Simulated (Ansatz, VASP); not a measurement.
## Two plane-wave programs on Hf

The input INCAR:

```
PREC     = Accurate       # precision mode
ENCUT    = 520            # plane-wave cutoff, eV
EDIFF    = 1E-6           # SCF threshold, eV
ISMEAR   = 0              # smearing method
SIGMA    = 0.15           # smearing width, eV
LREAL    = F              # projectors in reciprocal space
LASPH    = T              # aspherical terms in the spheres
NELM     = 100            # most SCF steps
ALGO     = Fast           # electronic algorithm
ISIF     = 2              # what is computed and relaxed
LWAVE    = F              # write WAVECAR
LCHARG   = F              # write CHGCAR
GGA      = PS             # functional
NBANDS   = 17             # bands
```

The input KPOINTS:

```
Automatic mesh
0
Gamma
  18 18 10
```

The input POSCAR:

```
Hf
1.0
    3.0813000000      0.0000000000      0.0000000000
   -1.5406500000      2.6684840767      0.0000000000
    0.0000000000      0.0000000000      4.6965000000
Hf
2
Direct
    0.3333333333      0.6666666667      0.2500000000
    0.6666666667      0.3333333333      0.7500000000
```

Input for Ansatz:

```yaml
crystal:
  lattice:
    - [3.0813, 0.0, 0.0]
    - [-1.54065, 2.6684840767, 0.0]
    - [0.0, 0.0, 4.6965]
  atoms:
    - { symbol: Hf, position: [0.3333333333, 0.6666666667, 0.25] }
    - { symbol: Hf, position: [0.6666666667, 0.3333333333, 0.75] }
basis:
  ecutwfc: 420
kpoints:
  mp_grid: { grid: [18, 18, 10] }
hamiltonian:
  xc: pbesol
  pseudopotentials: { kind: paw }
scf:
  occupations: { method: gaussian, width: 0.15 }
output:
  forces: true
  stress: true
  eigenvalues: true
```

Alike in both runs: task single point; functional PBEsol; k mesh 18 × 18 × 10; occupations gaussian, width 0.15 eV; no spin polarisation.

|  | VASP | Ansatz |
| --- | --- | --- |
| version | VASP 6.6.1 | Ansatz 0.2.0 |
| potentials or method | VASP PAW PBE potentials, release 64 (Hf_pv), cutoff 520 eV | scalar-relativistic, plane waves, PAW |
| valence electrons in the cell | 20 | 52 |

```csv
,VASP,Ansatz,Ansatz less VASP
gap on the k mesh at the Fermi level (eV),none,none,-
pressure (GPa),15.5,15.8,+0.29
"traceless stress, the component that is largest in VASP (GPa)",4.58,4.66,+0.084
```

VASP's potentials were made for PBE, not for PBEsol. A gap of «none» marks a metal or a gap that the smearing closes. VASP's potentials hold 20 valence electrons a cell and Ansatz's 52, so a difference there can come from the potentials and not from the codes.

Spin-orbit coupling is off throughout.
